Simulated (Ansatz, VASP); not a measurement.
Na: VASP beside Ansatz

INCAR

```
PREC = Accurate
ENCUT = 520
EDIFF = 1E-6
ISMEAR = 0
SIGMA = 0.1
LREAL = False
LASPH = True
NELM = 60
ALGO = Normal
ISIF = 2
LWAVE = False
LCHARG = False
GGA = PS
NBANDS = 10
```

The input KPOINTS:

```
regular mesh
0
Gamma
  16 16 16
```

The input POSCAR:

```
Na
1.0
   -1.7632106789      1.7632106789      2.6999383739
    1.7632106789     -1.7632106789      2.6999383739
    1.7632106789      1.7632106789     -2.6999383739
Na
1
Direct
    0.0000000000      0.0000000000      0.0000000000
```

Input for Ansatz:

```yaml
crystal:
  lattice:
    - [-1.7632106789, 1.7632106789, 2.6999383739]
    - [1.7632106789, -1.7632106789, 2.6999383739]
    - [1.7632106789, 1.7632106789, -2.6999383739]
  atoms:
    - { symbol: Na, position: [0.0, 0.0, 0.0] }
basis:
  ecutwfc: 420
kpoints:
  mp_grid: { grid: [16, 16, 16] }
hamiltonian:
  xc: pbesol
scf:
  occupations: { method: gaussian, width: 0.1 }
output:
  forces: true
  stress: true
  eigenvalues: true
  populations: true
```

Alike in both runs: task single point; functional PBEsol; k mesh 16 × 16 × 16; occupations gaussian, width 0.1 eV; no spin polarisation.

```csv
,VASP,Ansatz
version,VASP 6.6.1,Ansatz 0.2.0
potentials or method,"VASP PAW PBE potentials, release 64 (Na_pv), cutoff 520 eV","scalar-relativistic, plane waves, PAW"
valence electrons in the cell,7,9
```

|  | VASP | Ansatz | Ansatz less VASP |
| --- | --- | --- | --- |
| gap on the k mesh at the Fermi level (eV) | none | none | - |
| pressure (GPa) | 0.7 | 0.7 | +0.03 |
| traceless stress, the component that is largest in VASP (GPa) | -0.25 | -0.25 | +0.001 |

VASP's potentials were made for PBE, not for PBEsol. A gap of «none» marks a metal or a gap that the smearing closes. The functional is the same, so the differences come from potentials, cutoffs and numerics. VASP's potentials hold 7 valence electrons a cell and Ansatz's 9, so a difference there can come from the potentials and not from the codes.
